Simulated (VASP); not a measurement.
# LiCl (Fm-3m) in VASP: settings compared, part 2 of 2

VASP 6.6.1. The steps go on from the part before.

### Step 3. Single point, revPBE

This run uses another cell than the first one, of 18.04 Å³/atom, 1.069 times its volume.

File INCAR:

```
ALGO     = Normal         # electronic algorithm
EDIFF    = 1E-6           # SCF threshold, eV
ENCUT    = 520            # plane-wave cutoff, eV
GGA      = RE             # functional
ISIF     = 2              # what is computed and relaxed
ISMEAR   = -1             # smearing method
LASPH    = T              # aspherical terms in the spheres
LCHARG   = T              # write CHGCAR
LELF     = T              # ELF
LREAL    = F              # projectors in reciprocal space
LVHAR    = T            
LWAVE    = F              # write WAVECAR
NBANDS   = 12             # bands
NELM     = 80             # most SCF steps
PREC     = Accurate       # precision mode
SIGMA    = 0.05           # smearing width, eV
```

File KPOINTS:

```
k-points
0
Gamma
  9 9 9
```

File POSCAR:

```
LiCl
1.0
    0.0000000000      2.6228037840      2.6228037840
    2.6228037840      0.0000000000      2.6228037840
    2.6228037840      2.6228037840      0.0000000000
Cl Li
1 1
Direct
    0.5000000000      0.5000000000      0.5000000000
    0.0000000000      0.0000000000      0.0000000000
```

Potentials or basis: VASP PAW PBE potentials, release 64 (Cl, Li_sv).

Run with:

```console
$ cat potpaw_PBE.64/Cl/POTCAR potpaw_PBE.64/Li_sv/POTCAR > POTCAR
$ mpirun -np 1 vasp_std > vasp.out
```

OUTCAR:

```text
EDIFF = 1E-6
   ENCUT = 520
   GGA = RE
   ISIF = 2
   ISMEAR = -1
   LASPH = T
   LREAL = F
   NELM = 80
   PREC = Accurate

 ion  position               nearest neighbor table
   1  0.500  0.500  0.500-   2 2.62   2 2.62   2 2.62   2 2.62   2 2.62   2 2.62
   2  0.000  0.000  0.000-   1 2.62   1 2.62   1 2.62   1 2.62   1 2.62   1 2.62

  LATTYP: Found a face centered cubic cell.
 ALAT       =     5.2456075680

  Lattice vectors:

 A1 = (   0.0000000000,   2.6228037840,   2.6228037840)
 A2 = (   2.6228037840,   0.0000000000,   2.6228037840)
 A3 = (   2.6228037840,   2.6228037840,   0.0000000000)

Analysis of symmetry for initial positions (statically):
=====================================================================
 Subroutine PRICEL returns:
 Original cell was already a primitive cell.

 Routine SETGRP: Setting up the symmetry group for a
 face centered cubic supercell.

 Subroutine GETGRP returns: Found 48 space group operations
 (whereof 48 operations were pure point group operations)
 out of a pool of 48 trial point group operations.

The static configuration has the point symmetry O_h .

Analysis of symmetry for dynamics (positions and initial velocities):
=====================================================================
 Subroutine PRICEL returns:
 Original cell was already a primitive cell.

 Routine SETGRP: Setting up the symmetry group for a
 face centered cubic supercell.

 Subroutine GETGRP returns: Found 48 space group operations
 (whereof 48 operations were pure point group operations)
 out of a pool of 48 trial point group operations.

The dynamic configuration has the point symmetry O_h .

 Subroutine INISYM returns: Found 48 space group operations
 (whereof 48 operations are pure point group operations),
 and found     1 'primitive' translations

----------------------------------------------------------------------------------------

                                     Primitive cell

  volume of cell :      36.0851

  direct lattice vectors                    reciprocal lattice vectors
     0.000000000  2.622803784  2.622803784    -0.190635687  0.190635687  0.190635687
     2.622803784  0.000000000  2.622803784     0.190635687 -0.190635687  0.190635687
     2.622803784  2.622803784  0.000000000     0.190635687  0.190635687 -0.190635687

  length of vectors
     3.709204683  3.709204683  3.709204683     0.330190695  0.330190695  0.330190695

  position of ions in fractional coordinates (direct lattice)
     0.500000000  0.500000000  0.500000000
     0.000000000  0.000000000  0.000000000

  ion indices of the primitive-cell ions
   primitive index   ion index
                 1           1
                 2           2

----------------------------------------------------------------------------------------

 KPOINTS: k-points

Automatic generation of k-mesh.
 Grid dimensions read from file:
[... 22 lines left out ...]
  0.000000  0.000000  0.000000      1.000000
  0.111111  0.000000  0.000000      8.000000
  0.222222  0.000000  0.000000      8.000000
  0.333333  0.000000  0.000000      8.000000
  0.444444  0.000000  0.000000      8.000000
  0.111111  0.111111  0.000000      6.000000
[... 16 lines left out ...]
 -0.333333  0.333333  0.000000     12.000000
  0.444444  0.444444  0.000000      6.000000
 [... further k-points ...]
   k-points           NKPTS =     35   k-points in BZ     NKDIM =     35   number of bands    NBANDS=     12
   number of dos      NEDOS =    301   number of ions     NIONS =      2
   total plane-waves  NPLWV =  21952
   dimension x,y,z NGX =    28 NGY =   28 NGZ =   28
   dimension x,y,z NGXF=    56 NGYF=   56 NGZF=   56
   ions per type =               1   1
   NGX,Y,Z   is equivalent  to a cutoff of  12.55, 12.55, 12.55 a.u.
   NGXF,Y,Z  is equivalent  to a cutoff of  25.10, 25.10, 25.10 a.u.
 SYSTEM =  unknown system
   PREC   = accura    normal or accurate (medium, high low for compatibility)
   ISTART =      0    job   : 0-new  1-cont  2-samecut
   ICHARG =      2    charge: 1-file 2-atom 10-const
   ISPIN  =      1    spin polarized calculation?
   LNONCOLLINEAR =      F non collinear calculations
   LSORBIT =      F    spin-orbit coupling
   LASPH  =      T    aspherical Exc in radial PAW
   ENCUT  =  520.0 eV  38.22 Ry    6.18 a.u.   6.90  6.90  6.90*2*pi/ulx,y,z
   NELM   =     80;   NELMIN=  2; NELMDL= -5     # of ELM steps
   EDIFF  = 0.1E-05   stopping-criterion for ELM
   LREAL  =      F    real-space projection
   EDIFFG = 0.1E-04   stopping-criterion for IOM
   NSW    =      0    number of steps for IOM
   IBRION =     -1    ionic relax: 0-MD 1-quasi-New 2-CG
   NFREE  =      0    steps in history (QN), initial steepest desc. (CG)
   ISIF   =      2    stress and relaxation
   ISYM   =      2    0-nonsym 1-usesym 2-fastsym
   POTIM  = 0.5000    time-step for ionic-motion
   TEBEG  =    0.0;   TEEND  =   0.0 temperature during run
   PSTRESS=    0.0 pullay stress
   NELECT =      10.0000    total number of electrons
   NUPDOWN=      -1.0000    fix difference up-down
   EMIN   =  10.00;   EMAX   =-10.00  energy-range for DOS
   EFERMI =   0.00;   METHOD = LEGACY
   ISMEAR =    -1;   SIGMA  =   0.05  broadening in eV -4-tet -1-fermi 0-gaus
   EFERMI_NEDOS =   21; number of points for ismear=-14 and -15
   IALGO  =     38    algorithm
   IMIX   =      4    mixing-type and parameters
     AMIX     =   0.40;   BMIX     =  1.00
     AMIX_MAG =   1.60;   BMIX_MAG =  1.00
  volume/ion in A,a.u.               =      18.04       121.76
  Fermi-wavevector in a.u.,A,eV,Ry     =   1.067331  2.016963 15.499689  1.139195
  Thomas-Fermi vector in A             =   2.202944
   LORBIT       =      0    0 simple, 1 ext, 2 COOP (PROOUT), +10 PAW based schemes
   GGA     = RE    functional components
   LHFCALC =     F    Hartree Fock is set to
   AEXX    =    0.0000 exact exchange contribution
   IVDW    =     0    specifies the selected vdW correction
   LEPSILON=     F    determine dielectric tensor
   LRPA    =     F    only Hartree local field effects (RPA)
 non-spin polarized calculation
  energy-cutoff  :      520.00
  volume of cell :       36.09
 maximum number of plane-waves:       984
   NGX = 13   NGY = 13   NGZ = 13

 number of electron      10.0000006 magnetization

 Free energy of the ion-electron system (eV)
  ---------------------------------------------------
  ext. energy  EPLUGINS =         0.00000000
  ---------------------------------------------------
  free energy    TOTEN  =        -7.02452037 eV

  energy without entropy =       -7.02452037  energy(sigma->0) =       -7.02452037

 E-fermi :   1.4378     XC(G=0):  -8.2230

 val. band max:        0.1844969308   @ k =   0.0000   0.0000   0.0000
 cond. band min:       6.3704931318   @ k =   0.0000   0.0000   0.0000
 fundamental gap:      6.1859962010
 Fermi energy:         1.4378185650

 k-point     1 :       0.0000    0.0000    0.0000
  band No.  band energies     occupation
      1     -43.6697      2.00000
      2     -12.9823      2.00000
      3       0.1845      2.00000
      4       0.1845      2.00000
      5       0.1845      2.00000
      6       6.3705      0.00000
      7      12.1394      0.00000
      8      12.1394      0.00000
      9      12.1394      0.00000
     10      14.5908      0.00000
     11      14.5909      0.00000
     12      14.5910      0.00000
[... 331 lines left out ...]
 k-point    24 :       0.4444    0.4444    0.0000
  band No.  band energies     occupation
      1     -43.6676      2.00000
      2     -12.3280      2.00000
      3      -2.2970      2.00000
      4      -0.7554      2.00000
      5      -0.7554      2.00000
      6       8.1367      0.00000
      7       8.7604      0.00000
      8      12.0092      0.00000
      9      13.9103      0.00000
     10      13.9103      0.00000
     11      16.8044      0.00000
     12      18.5511      0.00000

 [... further k-points ...]

------------------------ aborting loop because EDIFF is reached ----------------------------------------

  FORCE on cell =-STRESS in cart. coord.  units (eV):
  Direction    XX          YY          ZZ          XY          YZ          ZX
  --------------------------------------------------------------------------------------
  -------------------------------------------------------------------------------------
  Total       -0.0286096     -0.0286096     -0.0286096     -0.0000000      0.0000000     -0.0000000
  in kB       -1.2702690     -1.2702690     -1.2702690     -0.0000000      0.0000000     -0.0000000
  external PRESSURE =      -1.2702690 kB  Pullay stress =       0.0000000 kB

 VOLUME and BASIS-vectors are now :
 -----------------------------------------------------------------------------
  energy-cutoff  :      520.00
  volume of cell :       36.09
      direct lattice vectors                 reciprocal lattice vectors
     0.000000000  2.622803784  2.622803784    -0.190635687  0.190635687  0.190635687
     2.622803784  0.000000000  2.622803784     0.190635687 -0.190635687  0.190635687
     2.622803784  2.622803784  0.000000000     0.190635687  0.190635687 -0.190635687

 POSITION                                       TOTAL-FORCE (eV/Angst)
 -----------------------------------------------------------------------------------
      2.62280      2.62280      2.62280         0.000000      0.000000      0.000000
      0.00000      0.00000      0.00000        -0.000000     -0.000000     -0.000000
 -----------------------------------------------------------------------------------
    total drift:                                0.000000      0.000000      0.000000

  FREE ENERGIE OF THE ION-ELECTRON SYSTEM (eV)
  ---------------------------------------------------
  free  energy   TOTEN  =        -7.0245203746 eV

  energy  without entropy=       -7.0245203746  energy(sigma->0) =       -7.02452037
```

Run time: 20 s. Hardware: 1 thread of AMD EPYC 7R43 (Zen 3), shared host; peak memory 0.12 GiB.

What came out:

* Free energy: -7.0245 eV
* Band gap on the k mesh: 6.19 eV, direct

Caveat: the cutoff is under 1.25 times the usual one of these potentials, so pressure, stress and relaxed cells hold a basis-set (Pulay) error; the PAW data sets were made with another functional, which shifts forces and pressure a little. A k mesh can miss the band edges.

### Step 4. Single point, BLYP

This run uses another cell than the first one, of 17.89 Å³/atom, 1.060 times its volume.

File INCAR:

```
SYSTEM = LiCl
  PREC = Accurate
  ENCUT = 520
  EDIFF = 1E-6
  ISMEAR = -1
  SIGMA = 0.05
  LREAL = .FALSE.
  LASPH = .TRUE.
  NELM = 80
  ALGO = Normal
  ISIF = 2
  LWAVE = .FALSE.
  LCHARG = .FALSE.
  GGA = B5
  ALDAX = 1.0
  AGGAX = 1.0
  AGGAC = 1.0
  ALDAC = 0.0
  NBANDS = 12
```

File KPOINTS:

```
Automatic mesh
0
G
  9 9 9
  0 0 0
```

File POSCAR:

```
LiCl
1.0
    0.0000000000      2.6153249740      2.6153249740
    2.6153249740      0.0000000000      2.6153249740
    2.6153249740      2.6153249740      0.0000000000
Cl Li
1 1
Direct
    0.5000000000      0.5000000000      0.5000000000
    0.0000000000      0.0000000000      0.0000000000
```

Run with:

```console
$ cat potpaw_PBE.64/Cl/POTCAR potpaw_PBE.64/Li_sv/POTCAR > POTCAR
$ mpirun -np 1 vasp_std > vasp.out
```

Wall time 30 s (1 thread of AMD EPYC 7R43 (Zen 3), shared host); peak memory 0.11 GiB.

The run converged. Its results:

* Free energy: -7.0333 eV
* Band gap on the k mesh: 6.16 eV, direct

Levels at points of the mesh, in eV from the valence-band top:
| k point | band 3 | band 4 | band 5 | band 6 | band 7 | band 8 |
| --- | --- | --- | --- | --- | --- | --- |
| (0.00, 0.00, 0.00) | 0.00 | 0.00 | 0.00 | 6.16 | 11.94 | 11.94 |

Caveat: the cutoff is under 1.25 times the usual one of these potentials, so pressure, stress and relaxed cells hold a basis-set (Pulay) error; the PAW data sets were made with another functional, which shifts forces and pressure a little. A k mesh can miss the band edges.

### Step 5. Relaxation of cell and atoms, revPBE

File INCAR:

```
PREC = Accurate
ENCUT = 600
EDIFF = 1E-7
ISMEAR = -1
SIGMA = 0.05
LREAL = F
LASPH = T
NELM = 60
ALGO = Normal
ISIF = 3
LWAVE = F
LCHARG = F
GGA = RE
IBRION = 2
NSW = 60
EDIFFG = -0.01
```

File KPOINTS:

```
regular mesh
0
Gamma
  9 9 9
```

File POSCAR:

```
LiCl
1.0
    0.0000000000      2.5647700000      2.5647700000
    2.5647700000      0.0000000000      2.5647700000
    2.5647700000      2.5647700000      0.0000000000
Cl Li
1 1
Direct
    0.5000000000      0.5000000000      0.5000000000
    0.0000000000      0.0000000000      0.0000000000
```

Run with:

```console
$ cat potpaw_PBE.64/Cl/POTCAR potpaw_PBE.64/Li_sv/POTCAR > POTCAR
$ mpirun -np 1 vasp_std > vasp.out
```

Wall time 60 s (1 thread of AMD EPYC 7R43 (Zen 3), shared host); peak memory 0.13 GiB.

It converged, with:

| Quantity | Value |
| --- | --- |
| Free energy | -7.0233 eV |
| Relaxed volume | 17.96 Å³/atom |
| Relaxed cell | a = 3.704 Å, b = 3.704 Å, c = 3.704 Å, α = 60.00°, β = 60.00°, γ = 60.00° |
| Space group after relaxing (to 0.05 Å) | Fm-3m (No. 225) |
| Energy gained by relaxing | 6.4 meV/atom |
| Ionic steps | 4 |
| Pressure after relaxing | 0.0 GPa |
| Band gap on the k mesh | 6.21 eV, direct |

The path:
```
step  energy change (eV)  largest force (eV/Å)  pressure (GPa)  volume (Å³)
   1              0.0000                0.0000            1.97        33.74
   2             -0.0093                0.0000            0.97        34.77
   3             -0.0127                0.0000           -0.09        36.05
   4             -0.0127                0.0000            0.00        35.93
```

Final structure:
```cif
data_structure
_symmetry_space_group_name_H-M 'P 1'
_symmetry_Int_Tables_number 1
_cell_length_a 3.7038
_cell_length_b 3.7038
_cell_length_c 3.7038
_cell_angle_alpha 60.000
_cell_angle_beta 60.000
_cell_angle_gamma 60.000
_cell_volume 35.93
loop_
_atom_site_label
_atom_site_type_symbol
_atom_site_fract_x
_atom_site_fract_y
_atom_site_fract_z
_atom_site_occupancy
Cl1 Cl 0.50000 0.50000 0.50000 1
Li1 Li 0.00000 0.00000 0.00000 1
```

Levels at points of the mesh, in eV from the valence-band top:
```csv
k point,band 1,band 2,band 3,band 4,band 5,band 6,band 7,band 8,band 9
"(0.00, 0.00, 0.00)",-43.84,-13.18,0.00,0.00,0.00,6.21,11.96,11.96,11.96
```

Caveat: the cutoff is under 1.25 times the usual one of these potentials, so pressure, stress and relaxed cells hold a basis-set (Pulay) error; the PAW data sets were made with another functional, which shifts forces and pressure a little. A k mesh can miss the band edges.

### Step 6. Overview

| task | level | cell | cutoff (eV) | smearing | gap on the mesh (eV) |
| --- | --- | --- | --- | --- | --- |
| single point | PBE | a = 3.627 Å, angles 60.0°, 2 atoms | 520 | gaussian 0.026 eV | 6.34 |
| single point | revPBE | a = 3.709 Å, angles 60.0°, 2 atoms | 520 | fermi-dirac 0.05 eV | 6.19 |
| single point | BLYP | a = 3.699 Å, angles 60.0°, 2 atoms | 520 | fermi-dirac 0.05 eV | 6.16 |
| relaxation of cell and atoms | revPBE | relaxed from a = 3.627 Å, angles 60.0°, 2 atoms | 600 | fermi-dirac 0.05 eV | 6.21 |

Alike in all rows: potentials or basis VASP PAW PBE potentials, release 64 (Cl, Li_sv); no spin polarisation; k mesh 9 × 9 × 9.

Caveats: the cutoff is under 1.25 times the usual one of these potentials, so pressure, stress and relaxed cells hold a basis-set (Pulay) error; the PAW data sets were made with another functional, which shifts forces and pressure a little (some runs).

Absolute energies hang on the potentials; compare differences alone.
